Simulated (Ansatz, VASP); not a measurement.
Pt: VASP beside Ansatz

```
Pt
1.0
     0.00000    1.83014    2.07081
     1.83014    0.00000    2.07081
     1.83014    1.83014    0.00000
Pt
1
Direct
  0.00000 0.00000 0.00000
```

Alike in both runs: task single point; functional LDA; k mesh 22 × 22 × 22; occupations gaussian, width 0.15 eV; no spin polarisation.

|  | VASP | Ansatz |
| --- | --- | --- |
| version | VASP 6.6.1 | Ansatz 0.2.0 |
| potentials or method | VASP PAW LDA potentials, release 64 (Pt), cutoff 520 eV | scalar-relativistic, plane waves, PAW |
| valence electrons in the cell | 10 | 18 |

Ansatz gave:

- gap on the k mesh at the Fermi level (eV): none
- pressure (GPa): 25.3
- traceless stress, the component that is largest in VASP (GPa): -15.93

Problem. Estimate VASP's values.

Solution. gap on the k mesh at the Fermi level (eV): none; pressure (GPa): 26.3; traceless stress, the component that is largest in VASP (GPa): -15.95.

LDA's correlation is that of Perdew and Zunger in VASP and of Perdew and Wang (1992) in Ansatz. A gap of «none» marks a metal or a gap that the smearing closes. VASP's potentials hold 10 valence electrons a cell and Ansatz's 18, so a difference there can come from the potentials and not from the codes.

Spin-orbit coupling is off throughout.
